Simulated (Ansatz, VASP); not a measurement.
## One calculation of TaC, two programs

File INCAR:

```
  PREC = Accurate
  ENCUT = 600
  EDIFF = 1E-7
  ISMEAR = 0
  SIGMA = 0.1
  LREAL = False
  LASPH = True
  NELM = 60
  ALGO = Normal
  ISIF = 3
  LWAVE = False
  LCHARG = False
  GGA = PS
  IBRION = 2
  NSW = 100
  EDIFFG = -0.005
```

KPOINTS

```
Automatic mesh
0
Gamma
  16 16 16
```

The input POSCAR:

```
TaC
1.0
    0.0000000000      2.2269985830      2.2269985830
    2.2269985830      0.0000000000      2.2269985830
    2.2269985830      2.2269985830      0.0000000000
Ta C
1 1
Direct
    0.0000000000      0.0000000000      0.0000000000
    0.5000000000      0.5000000000      0.5000000000
```

Input for Ansatz:

```yaml
crystal:
  lattice:
    - [0.0, 2.226998583, 2.226998583]
    - [2.226998583, 0.0, 2.226998583]
    - [2.226998583, 2.226998583, 0.0]
  atoms:
    - { symbol: Ta, position: [0.0, 0.0, 0.0] }
    - { symbol: C, position: [0.5, 0.5, 0.5] }
basis:
  ecutwfc: 420
kpoints:
  mp_grid: { grid: [16, 16, 16] }
hamiltonian:
  xc: pbesol
scf:
  occupations: { method: gaussian, width: 0.1 }
output:
  forces: true
  stress: true
  eigenvalues: true
relax:
  adjacent_minimum: "off"
  f_tol: 0.005
  max_steps: 80
  cell: { stress_tol: 0.05 }
```

Alike in both runs: task relaxation of cell and atoms; functional PBEsol; k mesh 16 × 16 × 16; occupations gaussian, width 0.1 eV; no spin polarisation.

```csv
,VASP,Ansatz
version,VASP 6.6.1,Ansatz 0.2.0
potentials or method,"VASP PAW PBE potentials, release 64 (Ta_pv, C), cutoff 600 eV","scalar-relativistic, plane waves, PAW"
valence electrons in the cell,15,17
```

|  | VASP | Ansatz | Ansatz less VASP |
| --- | --- | --- | --- |
| gap on the k mesh at the Fermi level, each at its own relaxed structure (eV) | none | none | - |
| relaxed volume (Å³/atom) | 10.96 | 10.94 | -0.025 |
| relaxed cell length with the largest relative difference (Å) | 3.142 | 3.139 | -0.0023 |

VASP's potentials were made for PBE, not for PBEsol. A gap of «none» marks a metal or a gap that the smearing closes. VASP's potentials hold 15 valence electrons a cell and Ansatz's 17, so a difference there can come from the potentials and not from the codes.

Neither program's run includes spin-orbit coupling.
